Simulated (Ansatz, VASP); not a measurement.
**One calculation of Au, two programs**

INCAR

```
PREC = Accurate
ENCUT = 520
EDIFF = 1E-6
ISMEAR = -1
SIGMA = 0.03
LREAL = False
LASPH = True
NELM = 60
ALGO = Normal
ISIF = 2
LWAVE = False
LCHARG = True
GGA = PS
LELF = True
LVHAR = True
NBANDS = 18
```

KPOINTS

```
regular mesh
0
Gamma
  14 14 8
```

POSCAR

```
Au
1.0
    2.8129984581      0.0000000000      0.0000000000
   -1.4064992290      2.4361281256      0.0000000000
    0.0000000000      0.0000000000      4.8800000000
Au
2
Direct
    0.3333333333      0.6666666667      0.7500000000
    0.6666666667      0.3333333333      0.2500000000
```

Input for Ansatz:

```yaml
crystal:
  lattice:
    - [2.8129984581, 0.0, 0.0]
    - [-1.406499229, 2.4361281256, 0.0]
    - [0.0, 0.0, 4.88]
  atoms:
    - { symbol: Au, position: [0.3333333333, 0.6666666667, 0.75] }
    - { symbol: Au, position: [0.6666666667, 0.3333333333, 0.25] }
kpoints:
  mp_grid: { grid: [14, 14, 8] }
  band_path:
    path:
      - [0.0, 0.0, 0.0]
      - [0.5, 0.0, 0.0]
      - [0.3333333333, 0.3333333333, 0.0]
      - [0.0, 0.0, 0.0]
      - [0.0, 0.0, 0.5]
      - [0.5, 0.0, 0.5]
      - [0.3333333333, 0.3333333333, 0.5]
      - [0.0, 0.0, 0.5]
      - [0.5, 0.0, 0.5]
    npoints: 5
scf:
  occupations: { method: fermi_dirac, width: 0.03 }
hamiltonian:
  xc: pbesol
  pseudopotentials: { kind: all_electron, lapw: { basis_error: 0.0005 } }
output:
  forces: true
  stress: true
  eigenvalues: true
```

Change from the starting cell: equal xx and yy strain of -3 %.

Alike in both runs: task single point; functional PBEsol; k mesh 14 × 14 × 8; occupations fermi-dirac, width 0.03 eV; no spin polarisation.

```csv
,VASP,Ansatz
version,VASP 6.6.1,Ansatz 0.2.0
potentials or method,"VASP PAW PBE potentials, release 64 (Au), cutoff 520 eV","all-electron LAPW, scalar-relativistic"
```

|  | VASP | Ansatz | Ansatz less VASP |
| --- | --- | --- | --- |
| pressure (GPa) | 3.5 | 3.7 | +0.26 |
| traceless stress, the component that is largest in VASP (GPa) | -2.17 | -2.14 | +0.031 |

VASP's potentials were made for PBE, not for PBEsol. Ansatz ran all-electron here, and VASP with PAW potentials.

Spin-orbit coupling is off throughout.
